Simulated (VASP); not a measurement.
Runs of VASP 6.6.1 on Re. The structure is that of space group P6/mmm (No. 191), or close to it. The cells are those of the table. This isn't the form of Re at room conditions, which is hcp.

```tsv
task	cell	k mesh	cutoff (eV)	gap on the mesh (eV)	pressure (GPa)
single point	a = 2.757, b = 2.757, c = 2.443 Å, angles 90.0, 90.0, 120.0°, 1 atom	9 × 9 × 8	520	none	-0.9
single point	a = 2.747, b = 2.747, c = 2.448 Å, angles 90.0, 90.0, 120.0°, 1 atom	24 × 24 × 22	520	none	(a)
single point	a = 2.650, b = 2.650, c = 2.476 Å, angles 90.0, 90.0, 120.0°, 1 atom	9 × 9 × 8	520	none	22.8
relaxation of cell and atoms	relaxed from a = 2.650, b = 2.650, c = 2.476 Å, angles 90.0, 90.0, 120.0°, 1 atom	9 × 9 × 8	600	none	0.1
```

Alike in all rows: level r2SCAN; potentials or basis VASP PAW PBE potentials, release 64 (Re); no spin polarisation; smearing gaussian 0.1 eV.

Task: Estimate the missing entries.

Result: (a) -0.7.

Caveats: the PAW data sets were made with another functional, which shifts forces and pressure a little; spin-orbit coupling is left out, which moves the levels of the heavy elements; the cell stands under pressure (at least some runs).

A k mesh can miss the band edges, and the runs leave out spin-orbit coupling on Re.

A gap of «none» marks levels without a gap at the run's occupations.
